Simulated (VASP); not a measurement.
# In: single point with r2SCAN

In:

```
CELL_PARAMETERS angstrom
3.25519 0.00000 0.00000
-1.62760 2.81908 0.00000
0.00000 0.00000 5.29916
ATOMIC_POSITIONS crystal
In 0.33333 0.66667 0.25000
In 0.66667 0.33333 0.75000
```

This cell differs from its parent crystal: volume scaled by 0.92.

```
Program             : VASP 6.6.1
Task                : single point
Functional          : r2SCAN
Potentials or basis : VASP PAW PBE potentials, release 64 (In_d)
Cutoff              : 520 eV
k mesh              : 12 × 12 × 7
Occupations         : fermi-dirac, width 0.1 eV
Spin                : no spin polarisation
```

The pressure is 4.3 GPa and the band gap on the k mesh is zero (band 13 reaches 11.50 eV, above the bottom of band 14 at 5.82 eV).

Stress tensor (GPa, compression positive):
```
4.54 0.00 0.00
0.00 4.54 0.00
0.00 0.00 3.86
```

Levels at points of the mesh, in eV from the Fermi level:
```csv
k point,band 9,band 10,band 11,band 12,band 13,band 14,band 15,band 16,band 17,band 18
"(0.00, 0.00, 0.00)",-14.97,-14.97,-10.63,-4.52,-3.97,9.28,9.28,11.31,11.31,11.65
"(0.50, 0.00, 0.00)",-14.94,-14.92,-5.32,-4.70,0.44,0.59,0.82,3.16,4.35,8.15
```

Run time: 2.3 min on 1 thread of Intel Xeon 6975P-C, on a shared host, peak memory 0.2 GiB.

Caveat: the PAW data sets were made with another functional, which shifts forces and pressure a little; spin-orbit coupling is left out, which moves the levels of the heavy elements.
